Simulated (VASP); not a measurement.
Set up this calculation in VASP 6.6.1, as the native input.

* Task: relaxation of cell and atoms
* Functional: PBE
* Potentials or basis: VASP PAW PBE potentials, release 64 (Cu, Bi_d, H)
* Cutoff: 600 eV
* k mesh: 10 × 10 × 10
* Occupations: gaussian, width 0.1 eV
* Spin: no spin polarisation
* Dipole correction: no
* Further INCAR settings: ALGO = Normal; EDIFF = 1e-06; IBRION = 2; EDIFFG = -0.01; NSW = 100; ISIF = 3

The structure of CuBiH3 lies in POSCAR:

```
CuBiH3
1.0
    4.1661211232      0.0000000000      0.0000000000
    0.0000000000      4.1661211232      0.0000000000
    0.0000000000      0.0000000000      4.1661211232
Cu Bi H
1 1 3
Direct
    0.0000000000      0.0000000000      0.0000000000
    0.5000000000      0.5000000000      0.5000000000
    0.0000000000      0.5000000000      0.5000000000
    0.5000000000      0.0000000000      0.5000000000
    0.5000000000      0.5000000000      0.0000000000
```

One way to write it, as run:

INCAR

```
PREC = Accurate ; ENCUT = 600
EDIFF = 1E-6 ; ISMEAR = 0
SIGMA = 0.1 ; LREAL = False
LASPH = True ; NELM = 80
ALGO = Normal ; ISIF = 3
LWAVE = False ; LCHARG = False
GGA = PE ; IBRION = 2
NSW = 100 ; EDIFFG = -0.01
```

KPOINTS

```
regular mesh
0
Gamma
  10 10 10
```

Potentials or basis: VASP PAW PBE potentials, release 64 (Cu, Bi_d, H).

Launch:

```sh
$ cat potpaw_PBE.64/Cu/POTCAR potpaw_PBE.64/Bi_d/POTCAR potpaw_PBE.64/H/POTCAR > POTCAR
$ mpirun -np 1 vasp_std > vasp.out
```

Results of the run:

| Property | Result |
| --- | --- |
| Relaxed volume | 14.34 Å³/atom |
| Relaxed cell | a = 4.154 Å, b = 4.154 Å, c = 4.154 Å, α = 90.00°, β = 90.00°, γ = 90.00° |
| Space group after relaxing (to 0.1 Å) | Pm-3m (No. 221) |
| Energy gained by relaxing | 0.2 meV/atom |
| Ionic steps | 3 |
| Pressure after relaxing | 0.0 GPa |
| Band gap on the k mesh | zero (an odd number of electrons rules out a gap without spin polarisation) |

Caveat: spin-orbit coupling is left out, which moves the levels of the heavy elements.

Run time: 76 s on 1 thread of Intel(R) Xeon(R) Platinum 8559C (Emerald Rapids), with other jobs on the host, peak memory 0.27 GiB.
